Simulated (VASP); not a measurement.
# HfF5 (P6/mmm) in VASP: a series of runs

The runs below take HfF5 through single point, relaxation of cell and atoms, with PBE.

Program: VASP 6.6.1. These are calculated values, not measurements. Logs are shortened: lines on timing, memory, paths and dates and some standing lists are left out, and cuts for length are marked.

## 1. The cell of the first run

Symmetry: P6/mmm, No. 191, hexagonal system. Conventional cell: a = 4.276 Å, b = 4.276 Å, c = 5.126 Å, α = 90.00°, β = 90.00°, γ = 120.00°. Hf (site symmetry 6/mmm) has 6 F at 2.14 Å within 2.8 Å. F (site symmetry -6m2) has 9 F at 2.47 to 2.84 Å within 3.3 Å. F (site symmetry mmm) has 8 F at 2.14 to 2.84 Å and 2 Hf at 2.14 Å within 2.9 Å.

The cell was generated, and may not be a known phase.

## 2. Single point, PBE

The input, INCAR:

```
PREC     = Accurate       # precision mode
ENCUT    = 520            # plane-wave cutoff, eV
EDIFF    = 1E-6           # SCF threshold, eV
ISMEAR   = 0              # smearing method
SIGMA    = 0.1            # smearing width, eV
LREAL    = False          # projectors in reciprocal space
LASPH    = True           # aspherical terms in the spheres
NELM     = 80             # most SCF steps
ALGO     = Normal         # electronic algorithm
ISIF     = 2              # what is computed and relaxed
LWAVE    = False          # write WAVECAR
LCHARG   = False          # write CHGCAR
GGA      = PE             # functional
NBANDS   = 32             # bands
```

The input, KPOINTS:

```
regular mesh
0
Gamma
  12 12 8
```

The input, POSCAR:

```
HfF5
1.0
    4.2761401846      0.0000000000      0.0000000000
   -2.1380700923      3.7032460300      0.0000000000
    0.0000000000      0.0000000000      5.1263223658
Hf F
1 5
Direct
    0.0000000000      0.0000000000      0.0000000000
    0.3333333333      0.6666666667      0.5000000000
    0.6666666667      0.3333333333      0.5000000000
    0.5000000000      0.0000000000      0.0000000000
    0.0000000000      0.5000000000      0.0000000000
    0.5000000000      0.5000000000      0.0000000000
```

Potentials or basis: VASP PAW PBE potentials, release 64 (Hf_pv, F).

The run is started by

```console
$ cat potpaw_PBE.64/Hf_pv/POTCAR potpaw_PBE.64/F/POTCAR > POTCAR
$ mpirun -np 1 vasp_std > vasp.out
```

OUTCAR:

```text
PREC = Accurate
   ENCUT = 520
   EDIFF = 1E-6
   ISMEAR = 0
   LREAL = False
   LASPH = True
   NELM = 80
   ISIF = 2
   GGA = PE

 ion  position               nearest neighbor table
   1  0.000  0.000  0.000-   5 2.14   6 2.14   5 2.14   6 2.14   4 2.14   4 2.14
   2  0.333  0.667  0.500-
   3  0.667  0.333  0.500-
   4  0.500  0.000  0.000-   1 2.14   1 2.14
   5  0.000  0.500  0.000-   1 2.14   1 2.14
   6  0.500  0.500  0.000-   1 2.14   1 2.14

  LATTYP: Found a hexagonal cell.
 ALAT       =     4.2761401846
 C/A-ratio  =     1.1988199976

  Lattice vectors:

 A1 = (   4.2761401846,   0.0000000000,   0.0000000000)
 A2 = (  -2.1380700923,   3.7032460300,   0.0000000000)
 A3 = (   0.0000000000,   0.0000000000,   5.1263223658)

Analysis of symmetry for initial positions (statically):
=====================================================================
 Subroutine PRICEL returns:
 Original cell was already a primitive cell.

 Routine SETGRP: Setting up the symmetry group for a
 hexagonal supercell.

 Subroutine GETGRP returns: Found 24 space group operations
 (whereof 24 operations were pure point group operations)
 out of a pool of 24 trial point group operations.

The static configuration has the point symmetry D_6h.

Analysis of symmetry for dynamics (positions and initial velocities):
=====================================================================
 Subroutine PRICEL returns:
 Original cell was already a primitive cell.

 Routine SETGRP: Setting up the symmetry group for a
 hexagonal supercell.

 Subroutine GETGRP returns: Found 24 space group operations
 (whereof 24 operations were pure point group operations)
 out of a pool of 24 trial point group operations.

The dynamic configuration has the point symmetry D_6h.

 Subroutine INISYM returns: Found 24 space group operations
 (whereof 24 operations are pure point group operations),
 and found     1 'primitive' translations

----------------------------------------------------------------------------------------

                                     Primitive cell

  volume of cell :      81.1784

  direct lattice vectors                    reciprocal lattice vectors
     4.276140185  0.000000000  0.000000000     0.233855757  0.135016684  0.000000000
    -2.138070092  3.703246030  0.000000000     0.000000000  0.270033369  0.000000000
     0.000000000  0.000000000  5.126322366     0.000000000  0.000000000  0.195071618

  length of vectors
     4.276140185  4.276140185  5.126322366     0.270033369  0.270033369  0.195071618

  position of ions in fractional coordinates (direct lattice)
     0.000000000  0.000000000  0.000000000
     0.333333333  0.666666667  0.500000000
     0.666666667  0.333333333  0.500000000
     0.500000000  0.000000000  0.000000000
     0.000000000  0.500000000  0.000000000
     0.500000000  0.500000000  0.000000000

  ion indices of the primitive-cell ions
   primitive index   ion index
                 1           1
                 2           2
                 3           3
                 4           4
                 5           5
                 6           6

----------------------------------------------------------------------------------------

 KPOINTS: regular mesh

Automatic generation of k-mesh.
 Grid dimensions read from file:
 generate k-points for:   12   12    8

 Generating k-lattice:

  Cartesian coordinates                     Fractional coordinates (reciprocal lattice)
     0.019487980  0.011251390  0.000000000     0.083333333  0.000000000  0.000000000
     0.000000000  0.022502781  0.000000000     0.000000000  0.083333333  0.000000000
     0.000000000  0.000000000  0.024383952     0.000000000  0.000000000  0.125000000

  Length of vectors
     0.022502781  0.022502781  0.024383952

  Shift w.r.t. Gamma in fractional coordinates (k-lattice)
     0.000000000  0.000000000  0.000000000

 Subroutine IBZKPT returns following result:
 ===========================================

 Found     95 irreducible k-points:

 Following reciprocal coordinates:
            Coordinates               Weight
  0.000000  0.000000  0.000000      1.000000
  0.083333  0.000000  0.000000      6.000000
  0.166667  0.000000  0.000000      6.000000
  0.250000  0.000000  0.000000      6.000000
  0.333333 -0.000000  0.000000      6.000000
  0.416667  0.000000  0.000000      6.000000
[... 16 lines left out ...]
  0.250000  0.000000  0.125000     12.000000
  0.333333 -0.000000  0.125000     12.000000
 [... further k-points ...]
   k-points           NKPTS =     95   k-points in BZ     NKDIM =     95   number of bands    NBANDS=     32
   number of dos      NEDOS =    301   number of ions     NIONS =      6
   total plane-waves  NPLWV =  40960
   dimension x,y,z NGX =    32 NGY =   32 NGZ =   40
   dimension x,y,z NGXF=    64 NGYF=   64 NGZF=   80
   ions per type =               1   5
   NGX,Y,Z   is equivalent  to a cutoff of  12.44, 12.44, 12.97 a.u.
   NGXF,Y,Z  is equivalent  to a cutoff of  24.88, 24.88, 25.94 a.u.
 SYSTEM =  unknown system
   PREC   = accura    normal or accurate (medium, high low for compatibility)
   ISTART =      0    job   : 0-new  1-cont  2-samecut
   ICHARG =      2    charge: 1-file 2-atom 10-const
   ISPIN  =      1    spin polarized calculation?
   LNONCOLLINEAR =      F non collinear calculations
   LSORBIT =      F    spin-orbit coupling
   LASPH  =      T    aspherical Exc in radial PAW
   ENCUT  =  520.0 eV  38.22 Ry    6.18 a.u.   7.95  7.95  9.53*2*pi/ulx,y,z
   NELM   =     80;   NELMIN=  2; NELMDL= -5     # of ELM steps
   EDIFF  = 0.1E-05   stopping-criterion for ELM
   LREAL  =      F    real-space projection
   EDIFFG = 0.1E-04   stopping-criterion for IOM
   NSW    =      0    number of steps for IOM
   IBRION =     -1    ionic relax: 0-MD 1-quasi-New 2-CG
   NFREE  =      0    steps in history (QN), initial steepest desc. (CG)
   ISIF   =      2    stress and relaxation
   ISYM   =      2    0-nonsym 1-usesym 2-fastsym
   POTIM  = 0.5000    time-step for ionic-motion
   TEBEG  =    0.0;   TEEND  =   0.0 temperature during run
   PSTRESS=    0.0 pullay stress
   NELECT =      45.0000    total number of electrons
   NUPDOWN=      -1.0000    fix difference up-down
   EMIN   =  10.00;   EMAX   =-10.00  energy-range for DOS
   EFERMI =   0.00;   METHOD = LEGACY
   ISMEAR =     0;   SIGMA  =   0.10  broadening in eV -4-tet -1-fermi 0-gaus
   EFERMI_NEDOS =   21; number of points for ismear=-14 and -15
   IALGO  =     38    algorithm
   IMIX   =      4    mixing-type and parameters
     AMIX     =   0.40;   BMIX     =  1.00
     AMIX_MAG =   1.60;   BMIX_MAG =  1.00
  volume/ion in A,a.u.               =      13.53        91.30
  Fermi-wavevector in a.u.,A,eV,Ry     =   1.344824  2.541349 24.606847  1.808552
  Thomas-Fermi vector in A             =   2.472787
   LORBIT       =      0    0 simple, 1 ext, 2 COOP (PROOUT), +10 PAW based schemes
   GGA     = PE    functional components
   LHFCALC =     F    Hartree Fock is set to
   AEXX    =    0.0000 exact exchange contribution
   IVDW    =     0    specifies the selected vdW correction
   LEPSILON=     F    determine dielectric tensor
   LRPA    =     F    only Hartree local field effects (RPA)
 non-spin polarized calculation
 Gauss-broadening in eV      SIGMA  =   0.10
  energy-cutoff  :      520.00
  volume of cell :       81.18
 maximum number of plane-waves:      2208
 NGX is ok and might be reduce to    32
   NGX = 15   NGY = 15   NGZ = 19

 number of electron      45.0000042 magnetization

 Free energy of the ion-electron system (eV)
  ---------------------------------------------------
  ext. energy  EPLUGINS =         0.00000000
  ---------------------------------------------------
  free energy    TOTEN  =       -30.26220970 eV

  energy without entropy =      -30.22774566  energy(sigma->0) =      -30.24497768

 E-fermi :  -0.4584     XC(G=0):  -9.4244

 val. band max:       -0.4613596800   @ k =   0.4167   0.0000   0.3750
 cond. band min:      -0.4530297401   @ k =   0.2500   0.1667   0.5000
 fundamental gap:      0.0083299399
 Fermi energy:        -0.4583676527

 k-point     1 :       0.0000    0.0000    0.0000
  band No.  band energies     occupation
      1     -33.2794      2.00000
      2     -32.7497      2.00000
      3     -32.7497      2.00000
      4     -24.0758      2.00000
      5     -22.0096      2.00000
      6     -22.0096      2.00000
[... 24 lines left out ...]
     31      10.0602      0.00000
     32      12.3009      0.00000

 k-point     2 :       0.0833    0.0000    0.0000
  band No.  band energies     occupation
      1     -33.2792      2.00000
      2     -32.7615      2.00000
      3     -32.7530      2.00000
      4     -24.0225      2.00000
      5     -22.0328      2.00000
      6     -21.9893      2.00000
[... 24 lines left out ...]
     31      10.0614      0.00000
     32      12.3150      0.00000

 k-point     3 :       0.1667    0.0000    0.0000
  band No.  band energies     occupation
      1     -33.2786      2.00000
      2     -32.7935      2.00000
      3     -32.7622      2.00000
      4     -23.8709      2.00000
      5     -22.1018      2.00000
      6     -21.9334      2.00000
[... 24 lines left out ...]
     31      10.0646      0.00000
     32      12.0069      0.00000

 k-point     4 :       0.2500    0.0000    0.0000
  band No.  band energies     occupation
      1     -33.2779      2.00000
      2     -32.8364      2.00000
      3     -32.7746      2.00000
      4     -23.6428      2.00000
      5     -22.2150      2.00000
      6     -21.8561      2.00000
[... 654 lines left out ...]
     31      10.0690      0.00000
     32      12.1861      0.00000

 k-point    23 :       0.2500    0.0000    0.1250
  band No.  band energies     occupation
      1     -33.2780      2.00000
      2     -32.8364      2.00000
      3     -32.7746      2.00000
      4     -23.6415      2.00000
      5     -22.2147      2.00000
      6     -21.8561      2.00000
[... 24 lines left out ...]
     31      10.0707      0.00000
     32      11.5228      0.00000

 k-point    24 :       0.3333   -0.0000    0.1250
  band No.  band energies     occupation
      1     -33.2772      2.00000
      2     -32.8784      2.00000
      3     -32.7869      2.00000
      4     -23.3679      2.00000
      5     -22.3708      2.00000
      6     -21.7776      2.00000
[... 24 lines left out ...]
     31      10.0723      0.00000
     32      10.9246      0.00000

 [... further k-points ...]

------------------------ aborting loop because EDIFF is reached ----------------------------------------

  FORCE on cell =-STRESS in cart. coord.  units (eV):
  Direction    XX          YY          ZZ          XY          YZ          ZX
  --------------------------------------------------------------------------------------
  -------------------------------------------------------------------------------------
  Total       -1.1560357     -1.1560357     -0.2694966      0.0000000     -0.0000000      0.0000000
  in kB      -22.8161002    -22.8161002     -5.3189191      0.0000000     -0.0000000      0.0000000
  external PRESSURE =     -16.9837065 kB  Pullay stress =       0.0000000 kB

 VOLUME and BASIS-vectors are now :
 -----------------------------------------------------------------------------
  energy-cutoff  :      520.00
  volume of cell :       81.18
      direct lattice vectors                 reciprocal lattice vectors
     4.276140185  0.000000000  0.000000000     0.233855757  0.135016684  0.000000000
    -2.138070092  3.703246030  0.000000000     0.000000000  0.270033369  0.000000000
     0.000000000  0.000000000  5.126322366     0.000000000  0.000000000  0.195071618

 POSITION                                       TOTAL-FORCE (eV/Angst)
 -----------------------------------------------------------------------------------
      0.00000      0.00000      0.00000         0.000000      0.000000      0.000000
     -0.00000      2.46883      2.56316        -0.000000     -0.000000      0.000000
      2.13807      1.23442      2.56316         0.000000      0.000000      0.000000
      2.13807      0.00000      0.00000         0.000000      0.000000      0.000000
     -1.06904      1.85162      0.00000         0.000000      0.000000      0.000000
      1.06904      1.85162      0.00000         0.000000      0.000000      0.000000
 -----------------------------------------------------------------------------------
    total drift:                                0.000000      0.000000     -0.000000

  FREE ENERGIE OF THE ION-ELECTRON SYSTEM (eV)
  ---------------------------------------------------
  free  energy   TOTEN  =       -30.2622097050 eV

  energy  without entropy=      -30.2277456649  energy(sigma->0) =      -30.24497768
```

Wall time 15 min (1 thread of Intel Xeon 8259CL, shared host); peak memory 0.33 GiB.

Results:

```yaml
Free_energy: -30.2622 eV
Pressure: -1.7 GPa
Band_gap_on_the_k_mesh: zero (an odd number of electrons rules out a gap without spin polarisation)
```

Caveat: spin-orbit coupling is left out, which moves the levels of the heavy elements; an odd number of electrons without spin polarisation forces a metal; a magnetic or distorted state may lie lower.

## 3. Relaxation of cell and atoms, PBE

The input, INCAR:

```
SYSTEM = HfF5
ALGO = Normal ; EDIFF = 1E-7
EDIFFG = -0.01 ; ENCUT = 600
GGA = PE ; IBRION = 2
ISIF = 3 ; ISMEAR = 0
LASPH = .True. ; LCHARG = .False.
LREAL = .False. ; LWAVE = .False.
NELM = 80 ; NSW = 100
PREC = Accurate ; SIGMA = 0.1
```

The input, KPOINTS:

```
k-points
0
Gamma
  12 12 8
  0 0 0
```

POSCAR: that of step 2 with these lines changed.

```diff
@@ -2,5 +2,5 @@
 1.0
-    4.2761401846      0.0000000000      0.0000000000
-   -2.1380700923      3.7032460300      0.0000000000
-    0.0000000000      0.0000000000      5.1263223658
+    4.2748377946      0.0000000000      0.0000000000
+   -2.1374188973      3.7021181271      0.0000000000
+    0.0000000000      0.0000000000      5.1243372551
 Hf F
```

Potentials or basis: VASP PAW PBE potentials, release 64 (Hf_pv, F).

The run is started by

```console
$ cat potpaw_PBE.64/Hf_pv/POTCAR potpaw_PBE.64/F/POTCAR > POTCAR
$ mpirun -np 1 vasp_std > vasp.out
```

Run time: 59 min. Hardware: 1 thread of Intel Xeon 8259CL, shared host; peak memory 0.39 GiB.

Results (log left out):

| Quantity | Value |
| --- | --- |
| Free energy | -30.2782 eV |
| Relaxed volume | 13.24 Å³/atom |
| Relaxed cell | a = 4.252 Å, b = 4.252 Å, c = 5.072 Å, α = 90.00°, β = 90.00°, γ = 120.00° |
| Space group after relaxing (to 0.1 Å) | P6/mmm (No. 191) |
| Energy gained by relaxing | 1.3 meV/atom |
| Ionic steps | 5 |
| Pressure after relaxing | 0.0 GPa |
| Band gap on the k mesh | zero (an odd number of electrons rules out a gap without spin polarisation) |

The path:
```tsv
step	energy change (eV)	largest force (eV/Å)	pressure (GPa)	volume (Å³)
1	0.0000	0.0000	-1.69	81.10
2	-0.0021	0.0000	1.15	79.43
3	-0.0061	0.0000	-0.16	80.17
4	-0.0067	0.0000	-0.12	79.98
5	-0.0076	0.0000	0.00	79.43
```

Final structure:
```xyz
6
Lattice="4.2524 0.0000 0.0000 -2.1262 3.6827 0.0000 0.0000 0.0000 5.0719" Properties=species:S:1:pos:R:3 pbc="T T T"
Hf    0.0000    0.0000    0.0000
F     0.0000    2.4551    2.5359
F     2.1262    1.2276    2.5359
F     0.0000    3.6827    0.0000
F    -1.0631    1.8414    0.0000
F     1.0631    1.8414    0.0000
```

Levels at points of the mesh, in eV from the Fermi level:
```
           k point  band 20  band 21  band 22  band 23  band 24  band 25  band 26  band 27
(0.00, 0.00, 0.00)    -0.34    -0.34     0.00     0.00     1.20     2.15     2.15     4.28
(0.50, 0.00, 0.00)    -0.58    -0.55    -0.34     0.04     1.87     2.85     3.80     5.28
(0.00, 0.00, 0.50)    -0.42    -0.41    -0.01    -0.01     2.22     2.23     2.23     4.26
(0.50, 0.00, 0.50)    -0.76    -0.53    -0.33     0.01     2.07     2.87     3.73     5.31
```

Caveat: spin-orbit coupling is left out, which moves the levels of the heavy elements; an odd number of electrons without spin polarisation forces a metal; a magnetic or distorted state may lie lower.
